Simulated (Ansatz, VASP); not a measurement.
Rh: VASP beside Ansatz

```
Rh
1.0
     0.00000    1.80647    1.99663
     1.80647    0.00000    1.99663
     1.80647    1.80647    0.00000
Rh
1
Direct
  0.00000 0.00000 0.00000
```

Change from the starting cell: strain -0.050 along x and y, +0.050 along z, atoms carried along.

Alike in both runs: task single point; functional PBE; k mesh 22 × 22 × 22; occupations gaussian, width 0.15 eV; no spin polarisation.

|  | VASP | Ansatz |
| --- | --- | --- |
| version | VASP 6.6.1 | Ansatz 0.2.0 |
| potentials or method | VASP PAW PBE potentials, release 64 (Rh_pv), cutoff 520 eV | scalar-relativistic, plane waves, PAW |
| valence electrons in the cell | 15 | 17 |

VASP gave:

- gap on the k mesh at the Fermi level (eV): none
- pressure (GPa): 25.3
- traceless stress, the component that is largest in VASP (GPa): -20.11

Question: Estimate Ansatz's values.

Answer: gap on the k mesh at the Fermi level (eV): none; pressure (GPa): 25.4; traceless stress, the component that is largest in VASP (GPa): -20.16.

A gap of «none» marks a metal or a gap that the smearing closes. The functional is the same, so the differences come from potentials, cutoffs and numerics. VASP's potentials hold 15 valence electrons a cell and Ansatz's 17, so a difference there can come from the potentials and not from the codes.
